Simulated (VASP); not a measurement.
Crystal: Mn.

```
CELL_PARAMETERS angstrom
1.61827 0.93431 3.00089
-1.61827 0.93431 3.00089
0.00000 -1.86862 3.00089
ATOMIC_POSITIONS crystal
Mn 0.22754 0.22754 0.22754
Mn 0.77246 0.77246 0.77246
```

| Quantity | Value |
| --- | --- |
| Program | VASP 6.6.1 |
| Task | relaxation of cell and atoms |
| Functional | r2SCAN |
| Potentials or basis | VASP PAW PBE potentials, release 64 (Mn_pv) |
| Cutoff | 600 eV |
| k mesh | 6 × 6 × 6 |
| Occupations | gaussian, width 0.1 eV |
| Spin | collinear spin, ferromagnetic start |
| Starting moments | [0.67, 0.67] μB |

At the start: pressure -18.0 GPa; volume 13.61 Å³/atom.

Problem. Where does the relaxation end?

Solution. Over 34 steps the energy falls by 1010.0 meV/atom and the volume is 10.42 Å³/atom (-23.4 %); space group Fm-3m (No. 225, to 0.05 Å); moment 0.00 μB per cell.

Step by step:
```tsv
step	energy change (eV)	largest force (eV/Å)	pressure (GPa)	volume (Å³)
1	0.0000	0.0185	-17.96	27.22
2	0.1120	2.9778	38.60	21.63
3	-0.1815	1.0781	0.36	24.53
4	-0.2959	0.5302	1.19	23.81
5	-0.6609	0.3975	9.43	21.81
6	2.1435	13.7501	172.85	17.77
7	-0.7146	0.1281	12.15	21.51
8	-0.7466	0.8578	19.93	20.98
9	-0.7721	1.0275	20.44	20.94
10	-0.8305	1.4728	22.94	20.82
11	-0.8315	2.5555	32.71	20.55
12	-0.9459	2.5487	27.34	20.84
13	-1.1456	2.7402	14.63	21.69
14	-1.0825	3.5857	3.36	23.22
15	-1.2730	2.8325	-5.22	23.39
16	-1.5410	1.3663	-20.74	23.81
17	-1.4854	0.0616	-34.63	24.62
18	-1.5884	0.3079	-30.06	24.21
19	-1.7486	0.2323	-25.11	23.34
20	-1.9241	0.0263	-11.25	21.77
21	-1.9378	0.0822	-2.34	21.10
22	-1.9388	0.0479	-4.20	21.23
23	-1.9778	0.0755	-2.52	21.08
24	-2.0182	0.0830	1.92	20.72
25	-2.0183	0.0810	2.18	20.70
26	-2.0183	0.0820	2.26	20.71
27	-2.0196	0.0647	0.26	20.83
28	-2.0197	0.0613	-0.01	20.85
29	-2.0196	0.0548	-0.66	20.90
30	-2.0197	0.0596	-0.26	20.87
31	-2.0197	0.0603	-0.27	20.86
32	-2.0197	0.0609	-0.20	20.86
33	-2.0198	0.0532	-0.23	20.85
34	-2.0200	0.0161	0.07	20.84
```

Final structure:
```xyz
2
Lattice="1.2243 0.7068 4.0142 -1.2243 0.7068 4.0142 0.0000 -1.4137 4.0142" Properties=species:S:1:pos:R:3 pbc="T T T"
Mn    0.0000    0.0000    3.0092
Mn    0.0000    0.0000    9.0334
```

Caveat: the k points lie up to 0.50 Å⁻¹ apart in the final cell; the volume moved by over 15 % at a fixed basis, so the end points are rough; the PAW data sets were made with another functional, which shifts forces and pressure a little.
